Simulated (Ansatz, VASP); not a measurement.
## Si3N4: VASP beside Ansatz

File INCAR:

```
ALGO     = Normal         # electronic algorithm
EDIFF    = 1E-7           # SCF threshold, eV
ENCUT    = 520            # plane-wave cutoff, eV
GGA      = PE             # functional
ISIF     = 2              # what is computed and relaxed
ISMEAR   = -1             # smearing method
LASPH    = True           # aspherical terms in the spheres
LCHARG   = True           # write CHGCAR
LELF     = True           # ELF
LREAL    = False          # projectors in reciprocal space
LVHAR    = True         
LWAVE    = False          # write WAVECAR
NBANDS   = 25             # bands
NELM     = 60             # most SCF steps
PREC     = Accurate       # precision mode
SIGMA    = 0.05           # smearing width, eV
```

The input KPOINTS:

```
k-points
0
Gamma
  5 5 6
```

The input POSCAR:

```
Si3N4
1.0
    4.2960112000      0.0000000000      0.0000000000
    0.0000000000      4.2960112000      0.0000000000
    0.0000000000      0.0000000000      4.1307800000
Si N
3 4
Direct
    0.0000000000      0.0000000000      0.5000000000
    0.5000000000      0.0000000000      0.0000000000
    0.0000000000      0.5000000000      0.0000000000
    0.2395200000      0.2395200000      0.7604800000
    0.7604800000      0.7604800000      0.7604800000
    0.2395200000      0.7604800000      0.2395200000
    0.7604800000      0.2395200000      0.2395200000
```

File input.yaml:

```yaml
crystal:
  lattice:
    - [4.2960112, 0.0, 0.0]
    - [0.0, 4.2960112, 0.0]
    - [0.0, 0.0, 4.13078]
  atoms:
    - { symbol: Si, position: [0.0, 0.0, 0.5] }
    - { symbol: Si, position: [0.5, 0.0, 0.0] }
    - { symbol: Si, position: [0.0, 0.5, 0.0] }
    - { symbol: "N", position: [0.23952, 0.23952, 0.76048] }
    - { symbol: "N", position: [0.76048, 0.76048, 0.76048] }
    - { symbol: "N", position: [0.23952, 0.76048, 0.23952] }
    - { symbol: "N", position: [0.76048, 0.23952, 0.23952] }
hamiltonian:
  xc: pbe
  pseudopotentials: { kind: paw }
kpoints:
  mp_grid: { grid: [5, 5, 6] }
  band_path:
    path:
      - [[0.0, 0.0, 0.0], [0.0, 0.5, 0.0], [0.5, 0.5, 0.0], [0.0, 0.0, 0.0], [0.0, 0.0, 0.5], [0.0, 0.5, 0.5], [0.5, 0.5, 0.5], [0.0, 0.0, 0.5]]
      - [[0.0, 0.5, 0.0], [0.0, 0.5, 0.5]]
      - [[0.5, 0.5, 0.0], [0.5, 0.5, 0.5]]
    npoints: 10
scf:
  occupations: { method: fermi_dirac, width: 0.05 }
  n_extra_bands: 17
output:
  forces: true
  stress: true
  eigenvalues: true
  fatbands: false
```

Alike in both runs: functional PBE; k mesh 5 × 5 × 6; occupations fermi-dirac, width 0.05 eV; no spin polarisation.

```csv
,VASP,Ansatz
version,VASP 6.6.1,Ansatz 0.2.0
potentials or method,"VASP PAW PBE potentials, release 64 (Si, N)",Ansatz PAW
plane-wave cutoff (eV),520,420
valence electrons in the cell,32,32
task,single point,band structure
```

Ansatz gave:

```
gap on the k mesh at the Fermi level (eV)                     : 2.41
least direct gap on the mesh (eV)                             : 2.61
pressure (GPa)                                                : -16.0
traceless stress, the component that is largest in VASP (GPa) : 4.04
rms of the force components (eV/Å)                            : 0.266
```

**Question.** What did VASP give for the same quantities?

**Answer.** gap on the k mesh at the Fermi level (eV): 2.40; least direct gap on the mesh (eV): 2.60; pressure (GPa): -16.2; traceless stress, the component that is largest in VASP (GPa): 4.05; rms of the force components (eV/Å): 0.271.

Atom by atom the forces differ by 0.006 eV/Å (rms over components).

Noted on Ansatz's run: the k mesh misses the band edges, so the gap on the mesh is wider than the one along the path.
